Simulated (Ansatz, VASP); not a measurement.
One calculation of C, two programs

The input POSCAR:

```
C
1.0
    4.2551700000      0.0000000000      0.0000000000
    0.0000000000      4.2551700000      0.0000000000
    0.0000000000      0.0000000000      1.2822900000
C
1
Direct
    0.5000000000      0.5000000000      0.5000000000
```

Contents of INCAR.step1:

```
  ALGO = Normal
  EDIFF = 1E-5
  ENCUT = 520
  GGA = PE
  ISIF = 2
  ISMEAR = -1
  LASPH = T
  LCHARG = F
  LREAL = F
  LWAVE = T
  NBANDS = 8
  NELM = 100
  PREC = Accurate
  SIGMA = 0.05
```

File INCAR.step2:

```
  AEXX = 0.25
  ALGO = Normal
  EDIFF = 1E-6
  ENCUT = 520
  GGA = PS
  HFSCREEN = 0.207
  ISIF = 2
  ISMEAR = -1
  ISTART = 1
  LASPH = T
  LCHARG = F
  LHFCALC = T
  LREAL = F
  LWAVE = F
  NBANDS = 8
  NELM = 100
  PREC = Accurate
  PRECFOCK = Normal
  SIGMA = 0.05
```

The input KPOINTS:

```
k-points
0
Gamma
  3 3 10
```

Contents of input:

```
crystal:
  lattice:
    - [4.25517, 0.0, 0.0]
    - [0.0, 4.25517, 0.0]
    - [0.0, 0.0, 1.28229]
  atoms:
    - { symbol: C, position: [0.5, 0.5, 0.5] }
hamiltonian:
  xc:
    exchange: hjs_pbesol
    correlation: pbesol
    exx: { coeff: 0.25, omega: 0.207 }
  pseudopotentials: { kind: paw }
kpoints:
  mp_grid: { grid: [3, 3, 10] }
  band_path:
    path:
      - [[0.0, 0.0, 0.0], [0.0, 0.5, 0.0], [0.5, 0.5, 0.0], [0.0, 0.0, 0.0], [0.0, 0.0, 0.5], [0.0, 0.5, 0.5], [0.5, 0.5, 0.5], [0.0, 0.0, 0.5]]
      - [[0.0, 0.5, 0.0], [0.0, 0.5, 0.5]]
      - [[0.5, 0.5, 0.0], [0.5, 0.5, 0.5]]
    npoints: 4
scf:
  occupations: { method: fermi_dirac, width: 0.05 }
  n_extra_bands: 6
output:
  forces: true
  stress: true
  eigenvalues: true
  fatbands: false
```

Alike in both runs: functional PBEsol-based screened hybrid; k mesh 3 × 3 × 10; occupations fermi-dirac, width 0.05 eV; no spin polarisation.

|  | VASP | Ansatz |
| --- | --- | --- |
| version | VASP 6.6.1 | Ansatz 0.2.0 |
| potentials or method | VASP PAW PBE potentials, release 64 (C) | Ansatz PAW |
| plane-wave cutoff (eV) | 520 | 420 |
| valence electrons in the cell | 4 | 4 |
| task | single point | band structure |

|  | VASP | Ansatz | Ansatz less VASP |
| --- | --- | --- | --- |
| pressure (GPa) | -3.1 | -3.2 | -0.02 |
| traceless stress, the component that is largest in VASP (GPa) | -6.18 | -6.33 | -0.140 |

VASP's potentials were made for PBE, not for PBEsol-based screened hybrid.

The k mesh is coarse, so the values compare programs but aren't converged. Noted on Ansatz's run: odd divisions of the mesh miss points on the zone boundary, where band edges often lie, so the gap on the mesh can be too wide.
